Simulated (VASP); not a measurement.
# Si (Ibca) in VASP: further runs, part 2 of 2

VASP 6.6.1.

### 3 Single point, PBEsol (18.83 Å³/atom)

This run uses another cell than the first one, of 18.83 Å³/atom.

The input, INCAR:

```
PREC = Accurate ; ENCUT = 520
EDIFF = 1E-6 ; ISMEAR = 0
SIGMA = 0.15 ; LREAL = F
LASPH = T ; NELM = 100
ALGO = Normal ; ISIF = 2
LWAVE = F ; LCHARG = F
GGA = PS ; NBANDS = 26
```

The input, KPOINTS:

```
Automatic mesh
0
Gamma
  10 10 10
```

The input, POSCAR:

```
Si
1.0
   -3.4613200381      3.4613200381      3.1428785946
    3.4613200381     -3.4613200381      3.1428785946
    3.4613200381      3.4613200381     -3.1428785946
Si
8
Direct
    0.2047947401      0.2047947401      0.2047947401
    0.5000000000      0.0000000000      0.2952052599
    0.2952052599      0.5000000000      0.0000000000
    0.0000000000      0.2952052599      0.5000000000
    0.7952052599      0.7952052599      0.7952052599
    0.5000000000      0.0000000000      0.7047947401
    0.7047947401      0.5000000000      0.0000000000
    0.0000000000      0.7047947401      0.5000000000
```

Potentials or basis: VASP PAW PBE potentials, release 64 (Si).

Run with:

```sh
$ cat potpaw_PBE.64/Si/POTCAR > POTCAR
$ mpirun -np 1 vasp_std > vasp.out
```

OUTCAR:

```text
PREC = Accurate
   ENCUT = 520
   EDIFF = 1E-6
   ISMEAR = 0
   LREAL = F
   LASPH = T
   NELM = 100
   ISIF = 2
   GGA = PS

 ion  position               nearest neighbor table
   1  0.205  0.205  0.205-   3 2.34   5 2.38   4 2.42   2 2.49
   2  0.500  0.000  0.295-   4 2.34   6 2.38   3 2.42   1 2.49
   3  0.295  0.500  0.000-   1 2.34   7 2.38   2 2.42   4 2.49
   4  0.000  0.295  0.500-   2 2.34   8 2.38   1 2.42   3 2.49
   5  0.795  0.795  0.795-   7 2.34   1 2.38   8 2.42   6 2.49
   6  0.500  0.000  0.705-   8 2.34   2 2.38   7 2.42   5 2.49
   7  0.705  0.500  0.000-   5 2.34   3 2.38   6 2.42   8 2.49
   8  0.000  0.705  0.500-   6 2.34   4 2.38   5 2.42   7 2.49

  LATTYP: Found a body centered tetragonal cell.
 ALAT       =     6.9226400762
 C/A-ratio  =     0.9080000000

  Lattice vectors:

 A1 = (  -3.4613200381,   3.4613200381,   3.1428785946)
 A2 = (   3.4613200381,  -3.4613200381,   3.1428785946)
 A3 = (   3.4613200381,   3.4613200381,  -3.1428785946)

Analysis of symmetry for initial positions (statically):
[... 186 lines left out ...]
  energy without entropy =      -44.54038680  energy(sigma->0) =      -44.54762552

 E-fermi :   6.6907     XC(G=0):  -9.9652

 val. band max:        6.6903093136   @ k =   0.4000  -0.4000   0.4000
 cond. band min:       6.7092459316   @ k =   0.5000   0.5000   0.3000
 fundamental gap:      0.0189366180
 Fermi energy:         6.6906905407

 k-point     1 :       0.0000    0.0000    0.0000
  band No.  band energies     occupation
      1      -5.7525      2.00000
      2      -1.6082      2.00000
      3      -1.5572      2.00000
      4      -0.9568      2.00000
      5      -0.7289      2.00000
      6       0.2460      2.00000
[... 685 lines left out ...]
     25      11.4847      0.00000
     26      11.6906      0.00000

 [... further k-points ...]
[... 5 lines left out ...]
  --------------------------------------------------------------------------------------
  -------------------------------------------------------------------------------------
  Total       -7.6062117     -7.0884908      3.7436082      0.0000000      0.0000000      0.0000000
  in kB      -80.9110580    -75.4038032     39.8226232      0.0000000      0.0000000      0.0000000
  external PRESSURE =     -38.8307460 kB  Pullay stress =       0.0000000 kB

 VOLUME and BASIS-vectors are now :
 -----------------------------------------------------------------------------
  energy-cutoff  :      520.00
  volume of cell :      150.62
      direct lattice vectors                 reciprocal lattice vectors
    -3.461320038  3.461320038  3.142878595     0.000000000  0.144453559  0.159089823
     3.461320038 -3.461320038  3.142878595     0.144453559  0.000000000  0.159089823
     3.461320038  3.461320038 -3.142878595     0.144453559  0.144453559  0.000000000

 POSITION                                       TOTAL-FORCE (eV/Angst)
 -----------------------------------------------------------------------------------
      0.70886      0.70886      0.64365        -0.201755      0.328046     -0.390534
     -0.70886      2.75246      0.64365         0.201755     -0.328046     -0.390534
      0.70886     -0.70886      2.49923        -0.201755     -0.328046      0.390534
      2.75246      0.70886     -0.64365         0.201755      0.328046      0.390534
      2.75246      2.75246      2.49923         0.201755     -0.328046      0.390534
      0.70886      4.17018     -0.64365        -0.201755      0.328046      0.390534
     -0.70886      0.70886      3.78652         0.201755      0.328046     -0.390534
      4.17018     -0.70886      0.64365        -0.201755     -0.328046     -0.390534
 -----------------------------------------------------------------------------------
    total drift:                               -0.000000     -0.000000      0.000000

  FREE ENERGIE OF THE ION-ELECTRON SYSTEM (eV)
  ---------------------------------------------------
  free  energy   TOTEN  =       -44.5548642401 eV

  energy  without entropy=      -44.5403867953  energy(sigma->0) =      -44.54762552
```

stdout:

```text
POSCAR found type information on POSCAR Si
 POSCAR found :  1 types and       8 ions
 scaLAPACK will be used
 -----------------------------------------------------------------------------
|                                                                             |
|                                                                             |
|     You enforced a specific xc type in the INCAR file but a different       |
|     I HOPE YOU KNOW WHAT YOU ARE DOING!                                     |
|                                                                             |
 -----------------------------------------------------------------------------

 LDA part: xc-table for (Slater+PW92), standard interpolation
 POSCAR, INCAR and KPOINTS ok, starting setup
 FFT: planning ... GRIDC
 FFT: planning ... GRID_SOFT
 FFT: planning ... GRID
 WAVECAR not read
 entering main loop
```

Run time: 4.3 min. Hardware: 1 thread of Intel Xeon 6975P-C (Granite Rapids), shared host; peak memory 0.61 GiB.

What came out:

| Property | Result |
| --- | --- |
| Free energy | -44.5549 eV |
| Pressure | -3.9 GPa |
| Largest force | 0.548 eV/Å |
| Band gap on the k mesh | zero (bands 16 and 17 overlap by 0.30 eV) |

Forces on the atoms (eV/Å):
```
Si  -0.202  0.328 -0.391
Si   0.202 -0.328 -0.391
Si  -0.202 -0.328  0.391
Si   0.202  0.328  0.391
Si   0.202 -0.328  0.391
Si  -0.202  0.328  0.391
Si   0.202  0.328 -0.391
Si  -0.202 -0.328 -0.391
```

Levels at points of the mesh, in eV from the Fermi level:
```
           k point  band 13  band 14  band 15  band 16  band 17  band 18  band 19  band 20
(0.00, 0.00, 0.00)    -3.78    -1.77    -1.71    -0.03     1.00     1.09     3.09     3.35
(0.50, 0.00, 0.00)    -1.86    -1.86    -1.56    -1.56     0.77     0.77     1.80     1.80
(0.50, 0.00, 0.50)    -1.75    -1.75    -1.12    -1.12     0.08     0.08     1.93     1.93
(0.50, 0.50, 0.00)    -2.09    -2.09    -1.03    -1.03     0.32     0.32     1.71     1.71
(0.50, 0.50, 0.50)    -2.44    -0.63    -0.14     0.14     0.61     2.03     2.40     2.53
```

Caveat: the cell stands under tension; semilocal functionals underestimate gaps, so a narrow gap can read as zero; the PAW data sets were made with another functional, which shifts forces and pressure a little.

### 4 Single point, PBEsol (18.83 Å³/atom)

This run uses another cell than the first one, of 18.83 Å³/atom.

The input, INCAR:

```
SYSTEM = Si
ALGO = Normal
EDIFF = 1E-6
ENCUT = 520
GGA = PS
ISIF = 2
ISMEAR = 0
LASPH = .TRUE.
LCHARG = .FALSE.
LREAL = .FALSE.
LWAVE = .FALSE.
NBANDS = 26
NELM = 60
PREC = Accurate
SIGMA = 0.15
```

The input, KPOINTS:

```
k-points
0
G
  10 10 10
  0 0 0
```

POSCAR, as its differences from that of step 3:

```diff
@@ -2,5 +2,5 @@
 1.0
-   -3.4613200381      3.4613200381      3.1428785946
-    3.4613200381     -3.4613200381      3.1428785946
-    3.4613200381      3.4613200381     -3.1428785946
+   -3.2456510552      3.2456510552      3.5744355071
+    3.2456510552     -3.2456510552      3.5744355071
+    3.2456510552      3.2456510552     -3.5744355071
 Si
```

Potentials or basis: VASP PAW PBE potentials, release 64 (Si).

Run with:

```sh
$ cat potpaw_PBE.64/Si/POTCAR > POTCAR
$ mpirun -np 1 vasp_std > vasp.out
```

OUTCAR:

```text
SYSTEM = Si
   EDIFF = 1E-6
   ENCUT = 520
   GGA = PS
   ISIF = 2
   ISMEAR = 0
   LASPH = .TRUE.
   LREAL = .FALSE.
   NELM = 60
   PREC = Accurate

 ion  position               nearest neighbor table
   1  0.205  0.205  0.205-   2 2.33   5 2.38   4 2.41   3 2.49
   2  0.500  0.000  0.295-   1 2.33   6 2.38   3 2.41   4 2.49
   3  0.295  0.500  0.000-   4 2.33   7 2.38   2 2.41   1 2.49
   4  0.000  0.295  0.500-   3 2.33   8 2.38   1 2.41   2 2.49
   5  0.795  0.795  0.795-   6 2.33   1 2.38   8 2.41   7 2.49
   6  0.500  0.000  0.705-   5 2.33   2 2.38   7 2.41   8 2.49
   7  0.705  0.500  0.000-   8 2.33   3 2.38   6 2.41   5 2.49
   8  0.000  0.705  0.500-   7 2.33   4 2.38   5 2.41   6 2.49

  LATTYP: Found a body centered tetragonal cell.
 ALAT       =     6.4913021104
 C/A-ratio  =     1.1013000000

  Lattice vectors:

 A1 = (  -3.2456510552,   3.2456510552,   3.5744355071)
 A2 = (   3.2456510552,  -3.2456510552,   3.5744355071)
 A3 = (   3.2456510552,   3.2456510552,  -3.5744355071)

Analysis of symmetry for initial positions (statically):
=====================================================================
 Subroutine PRICEL returns:
 Original cell was already a primitive cell.

 Routine SETGRP: Setting up the symmetry group for a
 body centered tetragonal supercell.

 Subroutine GETGRP returns: Found  8 space group operations
 (whereof  2 operations were pure point group operations)
 out of a pool of 16 trial point group operations.

The static configuration has the point symmetry S_2 .
 The point group associated with its full space group is D_2h.

Analysis of symmetry for dynamics (positions and initial velocities):
=====================================================================
 Subroutine PRICEL returns:
 Original cell was already a primitive cell.

 Routine SETGRP: Setting up the symmetry group for a
[... 137 lines left out ...]
   IMIX   =      4    mixing-type and parameters
     AMIX     =   0.40;   BMIX     =  1.00
     AMIX_MAG =   1.60;   BMIX_MAG =  1.00
  volume/ion in A,a.u.               =      18.83       127.05
  Fermi-wavevector in a.u.,A,eV,Ry     =   0.976865  1.846007 12.983561  0.954265
  Thomas-Fermi vector in A             =   2.107517
   LORBIT       =      0    0 simple, 1 ext, 2 COOP (PROOUT), +10 PAW based schemes
   GGA     = PS    functional components
   LHFCALC =     F    Hartree Fock is set to
   AEXX    =    0.0000 exact exchange contribution
   IVDW    =     0    specifies the selected vdW correction
   LEPSILON=     F    determine dielectric tensor
   LRPA    =     F    only Hartree local field effects (RPA)
 non-spin polarized calculation
 Gauss-broadening in eV      SIGMA  =   0.15
  energy-cutoff  :      520.00
  volume of cell :      150.62
 maximum number of plane-waves:      4086
 NGX is ok and might be reduce to    48
   NGX = 21   NGY = 21   NGZ = 21

 number of electron      32.0000001 magnetization

 Free energy of the ion-electron system (eV)
  ---------------------------------------------------
  ext. energy  EPLUGINS =         0.00000000
  ---------------------------------------------------
  free energy    TOTEN  =       -44.52740893 eV

  energy without entropy =      -44.51245538  energy(sigma->0) =      -44.51993215

 E-fermi :   6.6753     XC(G=0):  -9.9654

 val. band max:        6.6650412601   @ k =  -0.4000  -0.4000   0.3000
 cond. band min:       6.6781792730   @ k =   0.5000  -0.0000   0.0000
 fundamental gap:      0.0131380128
 Fermi energy:         6.6753450825

 k-point     1 :       0.0000    0.0000    0.0000
  band No.  band energies     occupation
      1      -5.7521      2.00000
      2      -1.5556      2.00000
      3      -1.4430      2.00000
      4      -1.2349      2.00000
      5      -0.6118      2.00000
      6       0.1854      2.00000
[... 685 lines left out ...]
     25      11.5670      0.00000
     26      11.7228      0.00000

 [... further k-points ...]
[... 5 lines left out ...]
  --------------------------------------------------------------------------------------
  -------------------------------------------------------------------------------------
  Total        0.3367730      0.7917809    -11.9601139     -0.0000000      0.0000000      0.0000000
  in kB        3.5824218      8.4225679   -127.2256825     -0.0000000      0.0000000      0.0000000
  external PRESSURE =     -38.4068976 kB  Pullay stress =       0.0000000 kB

 VOLUME and BASIS-vectors are now :
 -----------------------------------------------------------------------------
  energy-cutoff  :      520.00
  volume of cell :      150.62
      direct lattice vectors                 reciprocal lattice vectors
    -3.245651055  3.245651055  3.574435507     0.000000000  0.154052297  0.139882227
     3.245651055 -3.245651055  3.574435507     0.154052297  0.000000000  0.139882227
     3.245651055  3.245651055 -3.574435507     0.154052297  0.154052297  0.000000000

 POSITION                                       TOTAL-FORCE (eV/Angst)
 -----------------------------------------------------------------------------------
      0.66469      0.66469      0.73203         0.113860     -0.502313      0.098017
     -0.66469      2.58096      0.73203        -0.113860      0.502313      0.098017
      0.66469     -0.66469      2.84241         0.113860      0.502313     -0.098017
      2.58096      0.66469     -0.73203        -0.113860     -0.502313     -0.098017
      2.58096      2.58096      2.84241        -0.113860      0.502313     -0.098017
      0.66469      3.91034     -0.73203         0.113860     -0.502313     -0.098017
     -0.66469      0.66469      4.30646        -0.113860     -0.502313      0.098017
      3.91034     -0.66469      0.73203         0.113860      0.502313      0.098017
 -----------------------------------------------------------------------------------
    total drift:                               -0.000000      0.000000      0.000000

  FREE ENERGIE OF THE ION-ELECTRON SYSTEM (eV)
  ---------------------------------------------------
  free  energy   TOTEN  =       -44.5274089290 eV

  energy  without entropy=      -44.5124553795  energy(sigma->0) =      -44.51993215
```

OSZICAR:

```text
N       E                     dE             d eps       ncg     rms          rms(c)
DAV:   1     0.551036319981E+02    0.55104E+02   -0.12035E+04  8892   0.102E+03
DAV:   2    -0.404327303436E+02   -0.95536E+02   -0.87970E+02 10834   0.144E+02
DAV:   3    -0.451893837710E+02   -0.47567E+01   -0.46315E+01 11920   0.285E+01
DAV:   4    -0.452630002387E+02   -0.73616E-01   -0.73392E-01 11054   0.439E+00
DAV:   5    -0.452642636395E+02   -0.12634E-02   -0.12621E-02 11734   0.542E-01    0.915E+00
DAV:   6    -0.447043883954E+02    0.55988E+00   -0.37848E-01 10856   0.259E+00    0.532E+00
DAV:   7    -0.445331186457E+02    0.17127E+00   -0.47640E-01 11232   0.278E+00    0.659E-01
DAV:   8    -0.445277202019E+02    0.53984E-02   -0.80233E-02 10336   0.132E+00    0.382E-01
DAV:   9    -0.445277018810E+02    0.18321E-04   -0.35063E-03 11090   0.320E-01    0.189E-01
DAV:  10    -0.445274434036E+02    0.25848E-03   -0.48509E-04 11194   0.111E-01    0.586E-02
DAV:  11    -0.445274159021E+02    0.27501E-04   -0.31292E-04 10916   0.734E-02    0.269E-02
DAV:  12    -0.445274100696E+02    0.58325E-05   -0.50410E-05 10272   0.332E-02    0.197E-02
DAV:  13    -0.445274090391E+02    0.10304E-05   -0.29412E-06 10030   0.722E-03    0.342E-03
DAV:  14    -0.445274089290E+02    0.11014E-06   -0.39396E-07  5390   0.309E-03
   1 F= -.44527409E+02 E0= -.44519932E+02  d E =-.149535E-01
```

It took 4.2 min on 1 thread of Intel Xeon 6975P-C (Granite Rapids), shared host; peak memory 0.61 GiB.

What came out:

```
Free energy            : -44.5274 eV
Pressure               : -3.8 GPa
Largest force          : 0.524 eV/Å
Band gap on the k mesh : zero (bands 16 and 17 overlap by 0.33 eV)
```

Forces in eV/Å, atoms in the order of the input:
```
Si   0.114 -0.502  0.098
Si  -0.114  0.502  0.098
Si   0.114  0.502 -0.098
Si  -0.114 -0.502 -0.098
Si  -0.114  0.502 -0.098
Si   0.114 -0.502 -0.098
Si  -0.114 -0.502  0.098
Si   0.114  0.502  0.098
```

Stress tensor (GPa, compression positive):
```
  0.36   0.00   0.00
  0.00   0.84   0.00
  0.00   0.00 -12.72
```

Levels at points of the mesh, in eV from the Fermi level:
| k point | band 12 | band 13 | band 14 | band 15 | band 16 | band 17 | band 18 | band 19 | band 20 | band 21 |
| --- | --- | --- | --- | --- | --- | --- | --- | --- | --- | --- |
| (0.00, 0.00, 0.00) | -3.97 | -3.72 | -2.14 | -1.10 | -0.21 | 0.49 | 2.28 | 2.46 | 3.18 | 3.79 |
| (0.50, 0.00, 0.00) | -2.70 | -1.82 | -1.82 | -0.80 | -0.80 | 0.00 | 0.00 | 2.06 | 2.06 | 2.60 |
| (0.00, 0.50, 0.00) | -2.56 | -1.91 | -1.91 | -1.34 | -1.34 | 0.79 | 0.79 | 1.86 | 1.86 | 2.29 |
| (0.50, 0.50, 0.00) | -2.51 | -1.92 | -1.92 | -1.51 | -1.51 | 0.47 | 0.47 | 1.55 | 1.55 | 1.85 |
| (0.50, 0.50, 0.50) | -2.46 | -2.46 | -0.62 | -0.18 | 0.14 | 0.76 | 1.96 | 2.23 | 2.34 | 2.47 |

Caveat: the cell stands under tension; semilocal functionals underestimate gaps, so a narrow gap can read as zero; the PAW data sets were made with another functional, which shifts forces and pressure a little.

### 5 The runs side by side

```csv
cell,gap on the mesh (eV),pressure (GPa),largest force (eV/Å)
"a = 5.838 Å, angles 108.2, 108.2, 112.1°, 8 atoms",none,-5.3,0.33
"a = 5.817 Å, angles 107.0, 107.0, 114.6°, 8 atoms",none,-3.9,0.55
"a = 5.818 Å, angles 112.2, 112.2, 104.2°, 8 atoms",none,-3.8,0.52
```

Alike in all rows: task single point; level PBEsol; potentials or basis VASP PAW PBE potentials, release 64 (Si); no spin polarisation; k mesh 10 × 10 × 10; cutoff (eV) 520; smearing gaussian 0.15 eV.

Caveats: the cell stands under tension; semilocal functionals underestimate gaps, so a narrow gap can read as zero; the PAW data sets were made with another functional, which shifts forces and pressure a little.

Absolute energies hang on the potentials; compare differences alone.
